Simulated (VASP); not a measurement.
Wanted: the native input for a VASP 6.6.1 run.

```
Task                   : single point
Functional             : PBE
Potentials or basis    : VASP PAW PBE potentials, release 64 (Au)
Cutoff                 : 520 eV
k mesh                 : 20 × 20 × 20
Occupations            : gaussian, width 0.15 eV
Spin                   : no spin polarisation
Dipole correction      : no
Further INCAR settings : ALGO = Normal; EDIFF = 1e-06; NBANDS = 12
```

The structure of Au lies in POSCAR:

```
Au
1.0
    0.0000000000      2.0455000000      2.0761825000
    2.0455000000      0.0000000000      2.0761825000
    2.0455000000      2.0455000000      0.0000000000
Au
1
Direct
    0.0000000000      0.0000000000      0.0000000000
```

This cell differs from its parent crystal: strain +0.000 along x and y, +0.015 along z.

These files were run (other wordings do the same):

INCAR

```
ALGO = Normal ; EDIFF = 1E-6
ENCUT = 520 ; GGA = PE
ISIF = 2 ; ISMEAR = 0
LASPH = True ; LCHARG = False
LREAL = False ; LWAVE = False
NBANDS = 12 ; NELM = 100
PREC = Accurate ; SIGMA = 0.15
```

KPOINTS

```
k-points
0
Gamma
  20 20 20
```

Potentials or basis: VASP PAW PBE potentials, release 64 (Au).

The run is started by

```console
$ cat potpaw_PBE.64/Au/POTCAR > POTCAR
$ mpirun -np 1 vasp_std > vasp.out
```

Results of the run:

```json
{
  "Pressure": "5.0 GPa",
  "Band gap on the k mesh": "zero (an odd number of electrons rules out a gap without spin polarisation)"
}
```

Caveat: the cell differs from its parent crystal (strain +0.000 along x and y, +0.015 along z); the cell stands under pressure; spin-orbit coupling is left out, which moves the levels of the heavy elements.

Wall time 2.6 min on 1 thread of Intel Xeon 8259CL (shared host), peak memory 0.25 GiB.
